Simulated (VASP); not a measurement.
Input of a VASP 6.6.1 run:

Contents of INCAR:

```
SYSTEM = HfB2
  ALGO = Normal
  EDIFF = 1E-6
  EDIFFG = -0.01
  ENCUT = 600
  GGA = PE
  IBRION = 2
  ISIF = 3
  ISMEAR = -1
  IVDW = 12
  LASPH = .True.
  LCHARG = .False.
  LREAL = .False.
  LWAVE = .False.
  NELM = 60
  NSW = 60
  PREC = Accurate
  SIGMA = 0.05
```

File KPOINTS:

```
k-points
0
Gamma
  10 10 8
  0 0 0
```

POSCAR

```
HfB2
1.0
    3.1400000000      0.0000000000      0.0000000000
   -1.5700000000      2.7193197679      0.0000000000
    0.0000000000      0.0000000000      3.4800000000
Hf B
1 2
Direct
    0.0000000000      0.0000000000      0.0000000000
    0.6666666667      0.3333333333      0.5000000000
    0.3333333333      0.6666666667      0.5000000000
```

Potentials or basis: VASP PAW PBE potentials, release 64 (Hf_pv, B).

Launch:

```sh
$ cat potpaw_PBE.64/Hf_pv/POTCAR potpaw_PBE.64/B/POTCAR > POTCAR
$ mpirun -np 1 vasp_std > vasp.out
```

(1) Estimate the band gap on the k mesh.

(2) Estimate the dispersion energy per atom.

Results:

(1) zero (band 8 reaches 8.44 eV, above the bottom of band 9 at 7.57 eV).

(2) -0.369 eV.

Caveat: spin-orbit coupling is left out, which moves the levels of the heavy elements.
